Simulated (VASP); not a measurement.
## HfTa: single point with PBE

The system is HfTa.

```
Hf Ta
1.0
     4.86777    0.00000    0.00000
    -2.43389    4.21561    0.00000
     0.00000    0.00000    5.45446
Hf Ta
2 2
Direct
  0.33333 0.66667 0.75000
  0.66667 0.33333 0.25000
  0.33333 0.66667 0.25000
  0.66667 0.33333 0.75000
```

```yaml
Program: VASP 6.6.1
Task: single point
Functional: PBE
Potentials_or_basis: VASP PAW PBE potentials, release 64 (Hf_pv, Ta_pv)
Cutoff: 520 eV
k_mesh: 12 × 12 × 8
Occupations: gaussian, width 0.1 eV
Spin: no spin polarisation
```

The pressure is -0.2 GPa. The band gap on the k mesh is zero (band 21 reaches 2.98 eV, above the bottom of band 22 at 2.20 eV).

Levels at points of the mesh, in eV from the Fermi level:
| k point | band 17 | band 18 | band 19 | band 20 | band 21 | band 22 | band 23 | band 24 | band 25 | band 26 |
| --- | --- | --- | --- | --- | --- | --- | --- | --- | --- | --- |
| (0.00, 0.00, 0.00) | -1.86 | -1.56 | -0.13 | -0.13 | 0.20 | 0.20 | 0.95 | 0.95 | 1.05 | 2.00 |
| (0.50, 0.00, 0.00) | -1.80 | -1.07 | -0.76 | -0.51 | -0.46 | -0.23 | -0.20 | 0.51 | 1.87 | 2.25 |
| (0.00, 0.00, 0.50) | -0.66 | -0.66 | 0.09 | 0.09 | 0.47 | 0.47 | 0.47 | 0.47 | 1.82 | 1.82 |
| (0.50, 0.00, 0.50) | -1.14 | -1.14 | -0.96 | -0.96 | -0.04 | -0.04 | 0.58 | 0.58 | 1.77 | 1.77 |

Run time: 5.1 min on 1 thread of Intel Xeon 6975P-C (shared host), peak memory 0.42 GiB.

Caveat: spin-orbit coupling is left out, which moves the levels of the heavy elements.
